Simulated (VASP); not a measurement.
# K (Fd-3m) in VASP: a series of runs

The runs below take K through single point, relaxation of cell and atoms, with PBE.

Program: VASP 6.6.1. These are calculated values, not measurements. Logs are shortened: lines on timing, memory, paths and dates and some standing lists are left out, and cuts for length are marked.

### Step 1. The cell of the first run

The structure is cubic, space group Fd-3m (No. 227). Conventional cell: a = 7.656 Å, b = 7.656 Å, c = 7.656 Å, α = 90.00°, β = 90.00°, γ = 90.00°. K (site symmetry -43m) has 4 K at 3.31 Å within 4.4 Å.

### Step 2. Single point, PBE

INCAR

```
PREC = Accurate ; ENCUT = 520
EDIFF = 1E-6 ; ISMEAR = -1
SIGMA = 0.05 ; LREAL = F
LASPH = T ; NELM = 100
ALGO = Normal ; ISIF = 2
LWAVE = F ; LCHARG = F
GGA = PE ; NBANDS = 16
```

KPOINTS

```
Automatic mesh
0
Gamma
  8 8 8
```

POSCAR

```
K
1.0
    0.0000000000      3.8278316473      3.8278316473
    3.8278316473      0.0000000000      3.8278316473
    3.8278316473      3.8278316473      0.0000000000
K
2
Direct
   -0.1250000000     -0.1250000000     -0.1250000000
    0.1250000000      0.1250000000      0.1250000000
```

Potentials or basis: VASP PAW PBE potentials, release 64 (K_sv).

Launch:

```console
cat potpaw_PBE.64/K_sv/POTCAR > POTCAR
mpirun -np 1 vasp_std > vasp.out
```

OUTCAR:

```text
PREC = Accurate
   ENCUT = 520
   EDIFF = 1E-6
   ISMEAR = -1
   LREAL = F
   LASPH = T
   NELM = 100
   ISIF = 2
   GGA = PE

 ion  position               nearest neighbor table
   1  0.875  0.875  0.875-   2 3.31   2 3.31   2 3.31   2 3.31
   2  0.125  0.125  0.125-   1 3.31   1 3.31   1 3.31   1 3.31

  LATTYP: Found a face centered cubic cell.
 ALAT       =     7.6556632946

  Lattice vectors:

 A1 = (   0.0000000000,   3.8278316473,   3.8278316473)
 A2 = (   3.8278316473,   0.0000000000,   3.8278316473)
 A3 = (   3.8278316473,   3.8278316473,   0.0000000000)

Analysis of symmetry for initial positions (statically):
=====================================================================
 Subroutine PRICEL returns:
 Original cell was already a primitive cell.

 Routine SETGRP: Setting up the symmetry group for a
 face centered cubic supercell.

 Subroutine GETGRP returns: Found 48 space group operations
 (whereof 12 operations were pure point group operations)
 out of a pool of 48 trial point group operations.

The static configuration has the point symmetry D_3d.
 The point group associated with its full space group is O_h .

Analysis of symmetry for dynamics (positions and initial velocities):
=====================================================================
 Subroutine PRICEL returns:
 Original cell was already a primitive cell.

 Routine SETGRP: Setting up the symmetry group for a
 face centered cubic supercell.

 Subroutine GETGRP returns: Found 48 space group operations
 (whereof 12 operations were pure point group operations)
 out of a pool of 48 trial point group operations.

The dynamic configuration has the point symmetry D_3d.
 The point group associated with its full space group is O_h .

 Subroutine INISYM returns: Found 48 space group operations
 (whereof 12 operations are pure point group operations),
 and found     1 'primitive' translations

----------------------------------------------------------------------------------------

                                     Primitive cell

  volume of cell :     112.1730

  direct lattice vectors                    reciprocal lattice vectors
     0.000000000  3.827831647  3.827831647    -0.130622255  0.130622255  0.130622255
     3.827831647  0.000000000  3.827831647     0.130622255 -0.130622255  0.130622255
     3.827831647  3.827831647  0.000000000     0.130622255  0.130622255 -0.130622255

  length of vectors
     5.413371430  5.413371430  5.413371430     0.226244382  0.226244382  0.226244382

  position of ions in fractional coordinates (direct lattice)
     0.875000000  0.875000000  0.875000000
     0.125000000  0.125000000  0.125000000

  ion indices of the primitive-cell ions
   primitive index   ion index
                 1           1
                 2           2

----------------------------------------------------------------------------------------

 KPOINTS: Automatic mesh

Automatic generation of k-mesh.
 Grid dimensions read from file:
 generate k-points for:    8    8    8

 Generating k-lattice:

  Cartesian coordinates                     Fractional coordinates (reciprocal lattice)
    -0.016327782  0.016327782  0.016327782     0.125000000  0.000000000  0.000000000
     0.016327782 -0.016327782  0.016327782     0.000000000  0.125000000  0.000000000
     0.016327782  0.016327782 -0.016327782     0.000000000  0.000000000  0.125000000

  Length of vectors
     0.028280548  0.028280548  0.028280548

  Shift w.r.t. Gamma in fractional coordinates (k-lattice)
     0.000000000  0.000000000  0.000000000

 Subroutine IBZKPT returns following result:
 ===========================================

 Found     29 irreducible k-points:

 Following reciprocal coordinates:
            Coordinates               Weight
  0.000000  0.000000  0.000000      1.000000
  0.125000  0.000000  0.000000      8.000000
  0.250000  0.000000  0.000000      8.000000
  0.375000  0.000000  0.000000      8.000000
  0.500000  0.000000  0.000000      4.000000
  0.125000  0.125000  0.000000      6.000000
[... 16 lines left out ...]
  0.500000  0.250000  0.125000     48.000000
 -0.375000  0.250000  0.125000     24.000000
 [... further k-points ...]
   k-points           NKPTS =     29   k-points in BZ     NKDIM =     29   number of bands    NBANDS=     16
   number of dos      NEDOS =    301   number of ions     NIONS =      2
   total plane-waves  NPLWV =  64000
   dimension x,y,z NGX =    40 NGY =   40 NGZ =   40
   dimension x,y,z NGXF=    80 NGYF=   80 NGZF=   80
   ions per type =               2
   NGX,Y,Z   is equivalent  to a cutoff of  12.28, 12.28, 12.28 a.u.
   NGXF,Y,Z  is equivalent  to a cutoff of  24.57, 24.57, 24.57 a.u.
 SYSTEM =  unknown system
   PREC   = accura    normal or accurate (medium, high low for compatibility)
   ISTART =      0    job   : 0-new  1-cont  2-samecut
   ICHARG =      2    charge: 1-file 2-atom 10-const
   ISPIN  =      1    spin polarized calculation?
   LNONCOLLINEAR =      F non collinear calculations
   LSORBIT =      F    spin-orbit coupling
   LASPH  =      T    aspherical Exc in radial PAW
   ENCUT  =  520.0 eV  38.22 Ry    6.18 a.u.  10.07 10.07 10.07*2*pi/ulx,y,z
   NELM   =    100;   NELMIN=  2; NELMDL= -5     # of ELM steps
   EDIFF  = 0.1E-05   stopping-criterion for ELM
   LREAL  =      F    real-space projection
   EDIFFG = 0.1E-04   stopping-criterion for IOM
   NSW    =      0    number of steps for IOM
   IBRION =     -1    ionic relax: 0-MD 1-quasi-New 2-CG
   NFREE  =      0    steps in history (QN), initial steepest desc. (CG)
   ISIF   =      2    stress and relaxation
   ISYM   =      2    0-nonsym 1-usesym 2-fastsym
   POTIM  = 0.5000    time-step for ionic-motion
   TEBEG  =    0.0;   TEEND  =   0.0 temperature during run
   PSTRESS=    0.0 pullay stress
   NELECT =      18.0000    total number of electrons
   NUPDOWN=      -1.0000    fix difference up-down
   EMIN   =  10.00;   EMAX   =-10.00  energy-range for DOS
   EFERMI =   0.00;   METHOD = LEGACY
   ISMEAR =    -1;   SIGMA  =   0.05  broadening in eV -4-tet -1-fermi 0-gaus
   EFERMI_NEDOS =   21; number of points for ismear=-14 and -15
   IALGO  =     38    algorithm
   IMIX   =      4    mixing-type and parameters
     AMIX     =   0.40;   BMIX     =  1.00
     AMIX_MAG =   1.60;   BMIX_MAG =  1.00
  volume/ion in A,a.u.               =      56.09       378.49
  Fermi-wavevector in a.u.,A,eV,Ry     =   0.889617  1.681131 10.767889  0.791418
  Thomas-Fermi vector in A             =   2.011200
   LORBIT       =      0    0 simple, 1 ext, 2 COOP (PROOUT), +10 PAW based schemes
   GGA     = PE    functional components
   LHFCALC =     F    Hartree Fock is set to
   AEXX    =    0.0000 exact exchange contribution
   IVDW    =     0    specifies the selected vdW correction
   LEPSILON=     F    determine dielectric tensor
   LRPA    =     F    only Hartree local field effects (RPA)
 non-spin polarized calculation
  energy-cutoff  :      520.00
  volume of cell :      112.17
 maximum number of plane-waves:      3042
   NGX = 21   NGY = 21   NGZ = 21

 number of electron      18.0000001 magnetization

 Free energy of the ion-electron system (eV)
  ---------------------------------------------------
  ext. energy  EPLUGINS =         0.00000000
  ---------------------------------------------------
  free energy    TOTEN  =        -0.97807609 eV

  energy without entropy =       -0.96596714  energy(sigma->0) =       -0.97202162

 E-fermi :   0.6322     XC(G=0):  -6.3364

 val. band max:        0.6159046742   @ k =   0.5000   0.1250   0.0000
 cond. band min:       0.6969686998   @ k =   0.5000   0.5000   0.0000
 fundamental gap:      0.0810640257
 Fermi energy:         0.6322339437

 k-point     1 :       0.0000    0.0000    0.0000
  band No.  band energies     occupation
      1     -32.2742      2.00000
      2     -32.1020      2.00000
      3     -15.8696      2.00000
      4     -15.8696      2.00000
      5     -15.8696      2.00000
      6     -15.5077      2.00000
[... 8 lines left out ...]
     15       4.1014      0.00000
     16       4.1014      0.00000

 k-point     2 :       0.1250    0.0000    0.0000
  band No.  band energies     occupation
      1     -32.2694      2.00000
      2     -32.1069      2.00000
      3     -15.8774      2.00000
      4     -15.8774      2.00000
      5     -15.8716      2.00000
      6     -15.5085      2.00000
[... 8 lines left out ...]
     15       3.8559      0.00000
     16       4.1243      0.00000

 k-point     3 :       0.2500    0.0000    0.0000
  band No.  band energies     occupation
      1     -32.2563      2.00000
      2     -32.1202      2.00000
      3     -15.8950      2.00000
      4     -15.8950      2.00000
      5     -15.8769      2.00000
      6     -15.5095      2.00000
[... 8 lines left out ...]
     15       4.0748      0.00000
     16       4.2394      0.00000

 k-point     4 :       0.3750    0.0000    0.0000
  band No.  band energies     occupation
      1     -32.2400      2.00000
      2     -32.1367      2.00000
      3     -15.9111      2.00000
      4     -15.9111      2.00000
      5     -15.8833      2.00000
      6     -15.5094      2.00000
[... 8 lines left out ...]
     15       4.1189      0.00000
     16       4.6109      0.00000

 k-point     5 :       0.5000    0.0000    0.0000
  band No.  band energies     occupation
      1     -32.2314      2.00000
      2     -32.1453      2.00000
      3     -15.9174      2.00000
      4     -15.9174      2.00000
      5     -15.8862      2.00000
      6     -15.5090      2.00000
[... 8 lines left out ...]
     15       4.1174      0.00000
     16       4.8240      0.00000

 k-point     6 :       0.1250    0.1250    0.0000
  band No.  band energies     occupation
      1     -32.2677      2.00000
      2     -32.1086      2.00000
      3     -15.8867      2.00000
      4     -15.8867      2.00000
      5     -15.8570      2.00000
      6     -15.5237      2.00000
[... 8 lines left out ...]
     15       3.7463      0.00000
     16       4.1449      0.00000

 k-point     7 :       0.2500    0.1250    0.0000
  band No.  band energies     occupation
      1     -32.2571      2.00000
      2     -32.1193      2.00000
      3     -15.9061      2.00000
      4     -15.9048      2.00000
      5     -15.8482      2.00000
      6     -15.5362      2.00000
[... 8 lines left out ...]
     15       3.9615      0.00000
     16       4.1943      0.00000

 k-point     8 :       0.3750    0.1250    0.0000
  band No.  band energies     occupation
      1     -32.2410      2.00000
      2     -32.1356      2.00000
      3     -15.9290      2.00000
      4     -15.9202      2.00000
      5     -15.8443      2.00000
      6     -15.5435      2.00000
[... 8 lines left out ...]
     15       4.1501      0.00000
     16       4.4700      0.00000

 k-point     9 :       0.5000    0.1250    0.0000
  band No.  band energies     occupation
      1     -32.2281      2.00000
      2     -32.1486      2.00000
      3     -15.9448      2.00000
      4     -15.9253      2.00000
      5     -15.8443      2.00000
      6     -15.5454      2.00000
[... 8 lines left out ...]
     15       4.1625      0.00000
     16       4.7774      0.00000
[... 172 lines left out ...]
 k-point    19 :       0.5000    0.3750    0.0000
  band No.  band energies     occupation
      1     -32.2049      2.00000
      2     -32.1719      2.00000
      3     -15.9679      2.00000
      4     -15.9598      2.00000
      5     -15.7367      2.00000
      6     -15.6594      2.00000
[... 8 lines left out ...]
     15       4.3423      0.00000
     16       4.4463      0.00000

 k-point    20 :      -0.3750    0.3750    0.0000
  band No.  band energies     occupation
      1     -32.2010      2.00000
      2     -32.1758      2.00000
      3     -15.9777      2.00000
      4     -15.9521      2.00000
      5     -15.7445      2.00000
      6     -15.6480      2.00000
[... 8 lines left out ...]
     15       4.3419      0.00000
     16       4.7221      0.00000

 k-point    21 :       0.5000    0.5000    0.0000
  band No.  band energies     occupation
      1     -32.1884      2.00000
      2     -32.1884      2.00000
      3     -15.9665      2.00000
      4     -15.9665      2.00000
      5     -15.6995      2.00000
      6     -15.6995      2.00000
[... 8 lines left out ...]
     15       4.4130      0.00000
     16       4.4130      0.00000

 k-point    22 :       0.3750    0.2500    0.1250
  band No.  band energies     occupation
      1     -32.2445      2.00000
      2     -32.1321      2.00000
      3     -15.9355      2.00000
      4     -15.9159      2.00000
      5     -15.8288      2.00000
      6     -15.5586      2.00000
[... 8 lines left out ...]
     15       4.1947      0.00000
     16       4.2478      0.00000

 k-point    23 :       0.5000    0.2500    0.1250
  band No.  band energies     occupation
      1     -32.2281      2.00000
      2     -32.1486      2.00000
      3     -15.9576      2.00000
      4     -15.9299      2.00000
      5     -15.8104      2.00000
      6     -15.5785      2.00000
[... 8 lines left out ...]
     15       4.2350      0.00000
     16       4.4496      0.00000

 k-point    24 :      -0.3750    0.2500    0.1250
  band No.  band energies     occupation
      1     -32.2188      2.00000
      2     -32.1580      2.00000
      3     -15.9656      2.00000
      4     -15.9364      2.00000
      5     -15.8022      2.00000
      6     -15.5871      2.00000
[... 8 lines left out ...]
     15       4.2605      0.00000
     16       4.6282      0.00000

 [... further k-points ...]

------------------------ aborting loop because EDIFF is reached ----------------------------------------

  FORCE on cell =-STRESS in cart. coord.  units (eV):
  Direction    XX          YY          ZZ          XY          YZ          ZX
  --------------------------------------------------------------------------------------
  -------------------------------------------------------------------------------------
  Total        1.7491142      1.7491142      1.7491142     -0.0000000      0.0000000      0.0000000
  in kB       24.9827517     24.9827517     24.9827517     -0.0000000      0.0000000      0.0000000
  external PRESSURE =      24.9827517 kB  Pullay stress =       0.0000000 kB

 VOLUME and BASIS-vectors are now :
 -----------------------------------------------------------------------------
  energy-cutoff  :      520.00
  volume of cell :      112.17
      direct lattice vectors                 reciprocal lattice vectors
     0.000000000  3.827831647  3.827831647    -0.130622255  0.130622255  0.130622255
     3.827831647  0.000000000  3.827831647     0.130622255 -0.130622255  0.130622255
     3.827831647  3.827831647  0.000000000     0.130622255  0.130622255 -0.130622255

 POSITION                                       TOTAL-FORCE (eV/Angst)
 -----------------------------------------------------------------------------------
      6.69871      6.69871      6.69871        -0.000000     -0.000000     -0.000000
      0.95696      0.95696      0.95696         0.000000      0.000000      0.000000
 -----------------------------------------------------------------------------------
    total drift:                                0.000000      0.000000     -0.000000

  FREE ENERGIE OF THE ION-ELECTRON SYSTEM (eV)
  ---------------------------------------------------
  free  energy   TOTEN  =        -0.9780760938 eV

  energy  without entropy=       -0.9659671414  energy(sigma->0) =       -0.97202162
```

Run time: 52 s. Hardware: 1 thread of Intel Xeon 6975P-C, shared host; peak memory 0.25 GiB.

Results:

* Free energy: -0.9781 eV
* Pressure: 2.5 GPa
* Band gap on the k mesh: zero (band 9 reaches 0.96 eV, above the bottom of band 10 at 0.28 eV)

### Step 3. Single point, PBE

INCAR

```
SYSTEM = K
PREC     = Accurate       ! precision mode
ENCUT    = 520            ! plane-wave cutoff, eV
EDIFF    = 1E-7           ! SCF threshold, eV
ISMEAR   = -1             ! smearing method
SIGMA    = 0.05           ! smearing width, eV
LREAL    = .False.        ! projectors in reciprocal space
LASPH    = .True.         ! aspherical terms in the spheres
NELM     = 100            ! most SCF steps
ALGO     = Normal         ! electronic algorithm
ISIF     = 2              ! what is computed and relaxed
LWAVE    = .False.        ! write WAVECAR
LCHARG   = .False.        ! write CHGCAR
GGA      = PE             ! functional
NBANDS   = 16             ! bands
```

KPOINTS

```
regular mesh
0
Gamma
  8 8 8
  0 0 0
```

POSCAR is that of step 2.

Potentials or basis: VASP PAW PBE potentials, release 64 (K_sv).

Launch:

```console
cat potpaw_PBE.64/K_sv/POTCAR > POTCAR
mpirun -np 1 vasp_std > vasp.out
```

It took 54 s on 1 thread of Intel Xeon 6975P-C, shared host; peak memory 0.25 GiB.

The run converged. Its results:

```yaml
Free_energy: -0.9781 eV
Pressure: 2.5 GPa
Band_gap_on_the_k_mesh: zero (band 9 reaches 0.96 eV, above the bottom of band 10 at 0.28 eV)
```

Levels at points of the mesh, in eV from the Fermi level:
| k point | band 7 | band 8 | band 9 | band 10 | band 11 | band 12 |
| --- | --- | --- | --- | --- | --- | --- |
| (0.00, 0.00, 0.00) | -16.14 | -16.14 | -2.49 | 2.66 | 2.66 | 2.86 |
| (0.50, 0.00, 0.00) | -16.09 | -16.09 | -0.48 | -0.35 | 2.07 | 2.07 |
| (0.50, 0.50, 0.00) | -16.04 | -16.04 | 0.06 | 0.06 | 1.72 | 1.72 |

[end of part 1 of 2]
